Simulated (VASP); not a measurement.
# Te (Pm-3n) in VASP: a series of runs

The runs below take Te through single point, relaxation of cell and atoms, with PBE.

Everything below comes from runs of VASP 6.6.1. Logs are shortened: lines on timing, memory, paths and dates and some standing lists are left out, and cuts for length are marked.

## Step 1: The cell of the first run

Symmetry: Pm-3n, No. 223, cubic system. Conventional cell: a = 6.140 Å, b = 6.140 Å, c = 6.140 Å, α = 90.00°, β = 90.00°, γ = 90.00°. Within 4.5 Å of Te (site symmetry m-3) lie 12 Te at 3.43 Å. Te (site symmetry -4m2) has 14 Te at 3.07 to 3.76 Å within 4.0 Å.

## Step 2: Single point, PBE

The input, INCAR:

```
SYSTEM = Te
PREC     = Accurate       ! precision mode
ENCUT    = 520            ! plane-wave cutoff, eV
EDIFF    = 1E-7           ! SCF threshold, eV
ISMEAR   = 0              ! smearing method
SIGMA    = 0.1            ! smearing width, eV
LREAL    = .FALSE.        ! projectors in reciprocal space
LASPH    = .TRUE.         ! aspherical terms in the spheres
NELM     = 60             ! most SCF steps
ALGO     = Normal         ! electronic algorithm
ISIF     = 2              ! what is computed and relaxed
LWAVE    = .FALSE.        ! write WAVECAR
LCHARG   = .TRUE.         ! write CHGCAR
GGA      = PE             ! functional
LELF     = .TRUE.         ! ELF
LVHAR    = .TRUE.       
NBANDS   = 34             ! bands
```

The input, KPOINTS:

```
regular mesh
0
G
  6 6 6
  0 0 0
```

The input, POSCAR:

```
Te
1.0
    6.1395205817      0.0000000000      0.0000000000
    0.0000000000      6.1395205817      0.0000000000
    0.0000000000      0.0000000000      6.1395205817
Te
8
Direct
    0.5000000000      0.5000000000      0.5000000000
    0.0000000000      0.0000000000      0.0000000000
    0.2500000000      0.0000000000      0.5000000000
    0.5000000000      0.2500000000      0.0000000000
    0.5000000000      0.7500000000      0.0000000000
    0.7500000000      0.0000000000      0.5000000000
    0.0000000000      0.5000000000      0.7500000000
    0.0000000000      0.5000000000      0.2500000000
```

Potentials or basis: VASP PAW PBE potentials, release 64 (Te).

Run with:

```sh
> cat potpaw_PBE.64/Te/POTCAR > POTCAR
> mpirun -np 1 vasp_std > vasp.out
```

OUTCAR:

```text
SYSTEM = Te
   PREC = Accurate
   ENCUT = 520
   EDIFF = 1E-7
   ISMEAR = 0
   LREAL = .FALSE.
   LASPH = .TRUE.
   NELM = 60
   ISIF = 2
   GGA = PE

 ion  position               nearest neighbor table
   1  0.500  0.500  0.500-   3 3.43   4 3.43   5 3.43   6 3.43   7 3.43   8 3.43   4 3.43   5 3.43
                             3 3.43   6 3.43   7 3.43   8 3.43
   2  0.000  0.000  0.000-   3 3.43   4 3.43   5 3.43   6 3.43   7 3.43   8 3.43   3 3.43   6 3.43
                             7 3.43   8 3.43   4 3.43   5 3.43
   3  0.250  0.000  0.500-   6 3.07   6 3.07   1 3.43   2 3.43   1 3.43   2 3.43
   4  0.500  0.250  0.000-   5 3.07   5 3.07   1 3.43   1 3.43   2 3.43   2 3.43
   5  0.500  0.750  0.000-   4 3.07   4 3.07   1 3.43   1 3.43   2 3.43   2 3.43
   6  0.750  0.000  0.500-   3 3.07   3 3.07   1 3.43   2 3.43   1 3.43   2 3.43
   7  0.000  0.500  0.750-   8 3.07   8 3.07   1 3.43   2 3.43   2 3.43   1 3.43
   8  0.000  0.500  0.250-   7 3.07   7 3.07   1 3.43   2 3.43   2 3.43   1 3.43

  LATTYP: Found a simple cubic cell.
 ALAT       =     6.1395205817

  Lattice vectors:

 A1 = (   6.1395205817,   0.0000000000,   0.0000000000)
 A2 = (   0.0000000000,   6.1395205817,   0.0000000000)
 A3 = (   0.0000000000,   0.0000000000,   6.1395205817)

Analysis of symmetry for initial positions (statically):
=====================================================================
 Subroutine PRICEL returns:
 Original cell was already a primitive cell.

 Routine SETGRP: Setting up the symmetry group for a
 simple cubic supercell.

 Subroutine GETGRP returns: Found 48 space group operations
 (whereof 24 operations were pure point group operations)
 out of a pool of 48 trial point group operations.

The static configuration has the point symmetry T_h .
 The point group associated with its full space group is O_h .

Analysis of symmetry for dynamics (positions and initial velocities):
=====================================================================
 Subroutine PRICEL returns:
 Original cell was already a primitive cell.

 Routine SETGRP: Setting up the symmetry group for a
 simple cubic supercell.

 Subroutine GETGRP returns: Found 48 space group operations
 (whereof 24 operations were pure point group operations)
 out of a pool of 48 trial point group operations.

The dynamic configuration has the point symmetry T_h .
 The point group associated with its full space group is O_h .

 Subroutine INISYM returns: Found 48 space group operations
 (whereof 24 operations are pure point group operations),
 and found     1 'primitive' translations

----------------------------------------------------------------------------------------

                                     Primitive cell

  volume of cell :     231.4213

  direct lattice vectors                    reciprocal lattice vectors
     6.139520582  0.000000000  0.000000000     0.162879167  0.000000000  0.000000000
     0.000000000  6.139520582  0.000000000     0.000000000  0.162879167  0.000000000
     0.000000000  0.000000000  6.139520582     0.000000000  0.000000000  0.162879167

  length of vectors
     6.139520582  6.139520582  6.139520582     0.162879167  0.162879167  0.162879167

  position of ions in fractional coordinates (direct lattice)
     0.500000000  0.500000000  0.500000000
     0.000000000  0.000000000  0.000000000
     0.250000000  0.000000000  0.500000000
     0.500000000  0.250000000  0.000000000
     0.500000000  0.750000000  0.000000000
     0.750000000  0.000000000  0.500000000
     0.000000000  0.500000000  0.750000000
     0.000000000  0.500000000  0.250000000

  ion indices of the primitive-cell ions
   primitive index   ion index
                 1           1
                 2           2
                 3           3
                 4           4
                 5           5
                 6           6
                 7           7
                 8           8

----------------------------------------------------------------------------------------

 KPOINTS: regular mesh

Automatic generation of k-mesh.
 Grid dimensions read from file:
 generate k-points for:    6    6    6

 Generating k-lattice:

  Cartesian coordinates                     Fractional coordinates (reciprocal lattice)
     0.027146528  0.000000000  0.000000000     0.166666667  0.000000000  0.000000000
     0.000000000  0.027146528  0.000000000     0.000000000  0.166666667  0.000000000
     0.000000000  0.000000000  0.027146528     0.000000000  0.000000000  0.166666667

  Length of vectors
     0.027146528  0.027146528  0.027146528

  Shift w.r.t. Gamma in fractional coordinates (k-lattice)
     0.000000000  0.000000000  0.000000000

 Subroutine IBZKPT returns following result:
 ===========================================

 Found     20 irreducible k-points:

 Following reciprocal coordinates:
            Coordinates               Weight
  0.000000  0.000000  0.000000      1.000000
  0.166667  0.000000  0.000000      6.000000
  0.333333  0.000000  0.000000      6.000000
  0.500000  0.000000  0.000000      3.000000
  0.166667  0.166667  0.000000     12.000000
  0.333333  0.166667  0.000000     24.000000
[... 12 lines left out ...]
  0.500000  0.500000  0.333333      6.000000
  0.500000  0.500000  0.500000      1.000000
   k-points           NKPTS =     20   k-points in BZ     NKDIM =     20   number of bands    NBANDS=     34
   number of dos      NEDOS =    301   number of ions     NIONS =      8
   total plane-waves  NPLWV = 110592
   dimension x,y,z NGX =    48 NGY =   48 NGZ =   48
   dimension x,y,z NGXF=    96 NGYF=   96 NGZF=   96
   ions per type =               8
   NGX,Y,Z   is equivalent  to a cutoff of  13.00, 13.00, 13.00 a.u.
   NGXF,Y,Z  is equivalent  to a cutoff of  25.99, 25.99, 25.99 a.u.
 SYSTEM =  Te
   PREC   = accura    normal or accurate (medium, high low for compatibility)
   ISTART =      0    job   : 0-new  1-cont  2-samecut
   ICHARG =      2    charge: 1-file 2-atom 10-const
   ISPIN  =      1    spin polarized calculation?
   LNONCOLLINEAR =      F non collinear calculations
   LSORBIT =      F    spin-orbit coupling
   LASPH  =      T    aspherical Exc in radial PAW
   ENCUT  =  520.0 eV  38.22 Ry    6.18 a.u.  11.42 11.42 11.42*2*pi/ulx,y,z
   NELM   =     60;   NELMIN=  2; NELMDL= -5     # of ELM steps
   EDIFF  = 0.1E-06   stopping-criterion for ELM
   LREAL  =      F    real-space projection
   EDIFFG = 0.1E-05   stopping-criterion for IOM
   NSW    =      0    number of steps for IOM
   IBRION =     -1    ionic relax: 0-MD 1-quasi-New 2-CG
   NFREE  =      0    steps in history (QN), initial steepest desc. (CG)
   ISIF   =      2    stress and relaxation
   ISYM   =      2    0-nonsym 1-usesym 2-fastsym
   POTIM  = 0.5000    time-step for ionic-motion
   TEBEG  =    0.0;   TEEND  =   0.0 temperature during run
   PSTRESS=    0.0 pullay stress
   NELECT =      48.0000    total number of electrons
   NUPDOWN=      -1.0000    fix difference up-down
   EMIN   =  10.00;   EMAX   =-10.00  energy-range for DOS
   EFERMI =   0.00;   METHOD = LEGACY
   ISMEAR =     0;   SIGMA  =   0.10  broadening in eV -4-tet -1-fermi 0-gaus
   EFERMI_NEDOS =   21; number of points for ismear=-14 and -15
   IALGO  =     38    algorithm
   IMIX   =      4    mixing-type and parameters
     AMIX     =   0.40;   BMIX     =  1.00
     AMIX_MAG =   1.60;   BMIX_MAG =  1.00
  volume/ion in A,a.u.               =      28.93       195.21
  Fermi-wavevector in a.u.,A,eV,Ry     =   0.969068  1.831272 12.777125  0.939092
  Thomas-Fermi vector in A             =   2.099089
   LORBIT       =      0    0 simple, 1 ext, 2 COOP (PROOUT), +10 PAW based schemes
   GGA     = PE    functional components
   LHFCALC =     F    Hartree Fock is set to
   AEXX    =    0.0000 exact exchange contribution
   IVDW    =     0    specifies the selected vdW correction
   LEPSILON=     F    determine dielectric tensor
   LRPA    =     F    only Hartree local field effects (RPA)
 non-spin polarized calculation
 Gauss-broadening in eV      SIGMA  =   0.10
  energy-cutoff  :      520.00
  volume of cell :      231.42
 maximum number of plane-waves:      6302
 NGX is ok and might be reduce to    48
   NGX = 23   NGY = 23   NGZ = 23

 number of electron      48.0000002 magnetization

 Free energy of the ion-electron system (eV)
  ---------------------------------------------------
  ext. energy  EPLUGINS =         0.00000000
  ---------------------------------------------------
  free energy    TOTEN  =       -21.42591533 eV

  energy without entropy =      -21.37885904  energy(sigma->0) =      -21.40238719

 E-fermi :   7.5533     XC(G=0): -10.0051

 val. band max:        7.4922163746   @ k =   0.3333   0.3333   0.1667
 cond. band min:       7.5570649807   @ k =   0.5000   0.3333   0.0000
 fundamental gap:      0.0648486061
 Fermi energy:         7.5533251020

 k-point     1 :       0.0000    0.0000    0.0000
  band No.  band energies     occupation
      1      -6.2043      2.00000
      2      -3.9441      2.00000
      3      -3.9441      2.00000
      4      -3.8082      2.00000
      5      -2.3408      2.00000
      6      -2.2917      2.00000
[... 26 lines left out ...]
     33      12.8464      0.00000
     34      14.2539      0.00000

 k-point     2 :       0.1667    0.0000    0.0000
  band No.  band energies     occupation
      1      -6.1074      2.00000
      2      -4.1935      2.00000
      3      -3.8676      2.00000
      4      -3.7879      2.00000
      5      -2.4425      2.00000
      6      -2.3386      2.00000
[... 26 lines left out ...]
     33      13.1962      0.00000
     34      13.3613      0.00000
[... 627 lines left out ...]
     33      13.7717      0.00000
     34      13.8438      0.00000

 k-point    20 :       0.5000    0.5000    0.5000
  band No.  band energies     occupation
      1      -3.9492      2.00000
      2      -3.9492      2.00000
      3      -3.7525      2.00000
      4      -3.7525      2.00000
      5      -3.7525      2.00000
      6      -3.7525      2.00000
[... 26 lines left out ...]
     33      14.7605      0.00000
     34      14.7605      0.00000

------------------------ aborting loop because EDIFF is reached ----------------------------------------

  FORCE on cell =-STRESS in cart. coord.  units (eV):
  Direction    XX          YY          ZZ          XY          YZ          ZX
  --------------------------------------------------------------------------------------
  -------------------------------------------------------------------------------------
  Total       -0.1186414     -0.1186414     -0.1186414      0.0000000      0.0000000      0.0000000
  in kB       -0.8213788     -0.8213788     -0.8213788      0.0000000      0.0000000      0.0000000
  external PRESSURE =      -0.8213788 kB  Pullay stress =       0.0000000 kB

 VOLUME and BASIS-vectors are now :
 -----------------------------------------------------------------------------
  energy-cutoff  :      520.00
  volume of cell :      231.42
      direct lattice vectors                 reciprocal lattice vectors
     6.139520582  0.000000000  0.000000000     0.162879167  0.000000000  0.000000000
     0.000000000  6.139520582  0.000000000     0.000000000  0.162879167  0.000000000
     0.000000000  0.000000000  6.139520582     0.000000000  0.000000000  0.162879167

 POSITION                                       TOTAL-FORCE (eV/Angst)
 -----------------------------------------------------------------------------------
      3.06976      3.06976      3.06976        -0.000000     -0.000000      0.000000
      0.00000      0.00000      0.00000        -0.000000     -0.000000      0.000000
      1.53488      0.00000      3.06976        -0.000000      0.000000     -0.000000
      3.06976      1.53488      0.00000         0.000000     -0.000000     -0.000000
      3.06976      4.60464      0.00000         0.000000     -0.000000     -0.000000
      4.60464      0.00000      3.06976         0.000000      0.000000      0.000000
      0.00000      3.06976      4.60464        -0.000000     -0.000000      0.000000
      0.00000      3.06976      1.53488         0.000000      0.000000      0.000000
 -----------------------------------------------------------------------------------
    total drift:                               -0.000000     -0.000000      0.000000

  FREE ENERGIE OF THE ION-ELECTRON SYSTEM (eV)
  ---------------------------------------------------
  free  energy   TOTEN  =       -21.4259153343 eV

  energy  without entropy=      -21.3788590387  energy(sigma->0) =      -21.40238719
```

Run time: 3.4 min. Hardware: 1 thread of Oxide Virtual Turin-like, shared host; peak memory 0.35 GiB.

What came out:

| Property | Result |
| --- | --- |
| Free energy | -21.4259 eV |
| Pressure | -0.1 GPa |
| Band gap on the k mesh | zero (band 24 reaches 8.12 eV, above the bottom of band 25 at 6.76 eV) |

Levels at points of the mesh, in eV from the Fermi level:
```tsv
k point	band 22	band 23	band 24	band 25	band 26	band 27
(0.00, 0.00, 0.00)	-0.24	-0.24	0.07	0.07	0.07	1.45
(0.50, 0.00, 0.00)	-1.05	-0.42	-0.42	0.14	0.14	1.38
(0.50, 0.50, 0.00)	-0.61	-0.21	-0.21	0.28	0.28	0.41
(0.50, 0.50, 0.50)	-0.93	-0.80	-0.80	-0.80	-0.80	-0.37
```

Caveat: spin-orbit coupling is left out, which moves the levels of the heavy elements.

## Step 3: Relaxation of cell and atoms, PBE

This run uses another cell than the first one, of 33.81 Å³/atom, 1.169 times its volume.

The input, INCAR:

```
SYSTEM = Te
PREC = Accurate
ENCUT = 600
EDIFF = 1E-6
ISMEAR = 0
SIGMA = 0.1
LREAL = .FALSE.
LASPH = .TRUE.
NELM = 100
ALGO = Normal
ISIF = 3
LWAVE = .FALSE.
LCHARG = .FALSE.
GGA = PE
IBRION = 2
NSW = 90
EDIFFG = -0.04
```

The input, KPOINTS:

```
regular mesh
0
G
  4 4 4
  0 0 0
```

Edit POSCAR of step 2 so:

```diff
@@ -2,5 +2,5 @@
 1.0
-    6.1395205817      0.0000000000      0.0000000000
-    0.0000000000      6.1395205817      0.0000000000
-    0.0000000000      0.0000000000      6.1395205817
+    6.4669384210      0.0000000000      0.0000000000
+    0.0000000000      6.4669384210      0.0000000000
+    0.0000000000      0.0000000000      6.4669384210
 Te
```

Potentials or basis: VASP PAW PBE potentials, release 64 (Te).

Run with:

```sh
> cat potpaw_PBE.64/Te/POTCAR > POTCAR
> mpirun -np 1 vasp_std > vasp.out
```

Wall time 4.4 min (1 thread of Oxide Virtual Turin-like, shared host); peak memory 0.41 GiB.

The run converged. Its results:

```yaml
Free_energy: -21.3523 eV
Relaxed_volume: 29.13 Å³/atom
Relaxed_cell: a = 6.154 Å, b = 6.154 Å, c = 6.154 Å, α = 90.00°, β = 90.00°, γ = 90.00°
Space_group_after_relaxing_to_0.05_Å: Pm-3n (No. 223)
Energy_gained_by_relaxing: 88.4 meV/atom
Ionic_steps: 3
Pressure_after_relaxing: 0.0 GPa
```

Step by step:
```csv
step,energy change (eV),largest force (eV/Å),pressure (GPa),volume (Å³)
1,0.0000,0.0000,-5.23,270.46
2,-0.6982,0.0000,0.84,229.50
3,-0.7074,0.0000,0.01,233.08
```

Final structure:
```yaml
crystal:
  lattice:
    - [6.15413, 0.00000, 0.00000]
    - [0.00000, 6.15413, 0.00000]
    - [0.00000, 0.00000, 6.15413]
  atoms:
    - { symbol: Te, position: [0.50000, 0.50000, 0.50000] }
    - { symbol: Te, position: [0.00000, 0.00000, 0.00000] }
    - { symbol: Te, position: [0.25000, 0.00000, 0.50000] }
    - { symbol: Te, position: [0.50000, 0.25000, 0.00000] }
    - { symbol: Te, position: [0.50000, 0.75000, 0.00000] }
    - { symbol: Te, position: [0.75000, 0.00000, 0.50000] }
    - { symbol: Te, position: [0.00000, 0.50000, 0.75000] }
    - { symbol: Te, position: [0.00000, 0.50000, 0.25000] }
```

Levels at points of the mesh, in eV from the Fermi level:
```tsv
k point	band 22	band 23	band 24	band 25	band 26	band 27
(0.00, 0.00, 0.00)	-0.22	-0.22	0.09	0.09	0.09	1.46
(0.50, 0.00, 0.00)	-1.01	-0.40	-0.40	0.16	0.16	1.38
(0.50, 0.50, 0.00)	-0.58	-0.18	-0.18	0.30	0.30	0.43
(0.50, 0.50, 0.50)	-0.89	-0.76	-0.76	-0.76	-0.76	-0.34
```

Caveat: the bands computed are all filled at some k points, so no gap is given; spin-orbit coupling is left out, which moves the levels of the heavy elements.
